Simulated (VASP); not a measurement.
Here is a VASP 6.6.1 calculation.

File INCAR:

```
ALGO = Normal
EDIFF = 1E-6
ENCUT = 520
GGA = PE
ISIF = 2
ISMEAR = 0
LASPH = True
LCHARG = True
LELF = True
LREAL = False
LVHAR = True
LWAVE = False
NBANDS = 46
NELM = 100
PREC = Accurate
SIGMA = 0.1
```

KPOINTS

```
k-points
0
Gamma
  3 3 4
```

The input POSCAR:

```
GaB2As3
1.0
    5.4997701500     -3.1752937800      0.0000000000
    5.4997701500      3.1752937800      0.0000000000
    0.0000000000      0.0000000000      6.0467037400
Ga B As
2 4 6
Direct
    0.8333333300      0.1666666700      0.4999840900
    0.1666666700      0.8333333300      0.9999840900
    0.1666666700      0.5000000000      0.4999840900
    0.5000000000      0.8333333300      0.4999840900
    0.5000000000      0.1666666700      0.9999840900
    0.8333333300      0.5000000000      0.9999840900
    0.1666666700      0.5000000000      0.8740159000
    0.8333333300      0.1666666700      0.8740159000
    0.5000000000      0.8333333300      0.8740159000
    0.5000000000      0.1666666700      0.3740159000
    0.1666666700      0.8333333300      0.3740159000
    0.8333333300      0.5000000000      0.3740159000
```

Potentials or basis: VASP PAW PBE potentials, release 64 (Ga_d, B, As).

Launch:

```console
$ cat potpaw_PBE.64/Ga_d/POTCAR potpaw_PBE.64/B/POTCAR potpaw_PBE.64/As/POTCAR > POTCAR
$ mpirun -np 1 vasp_std > vasp.out
```

(1) Predict the largest force.

(2) Estimate the pressure.

Results:

(1) 4.171 eV/Å.

(2) -0.5 GPa.

Caveat: forces of over 1 eV/Å act on the atoms, so gaps and moduli don't describe the material at rest.
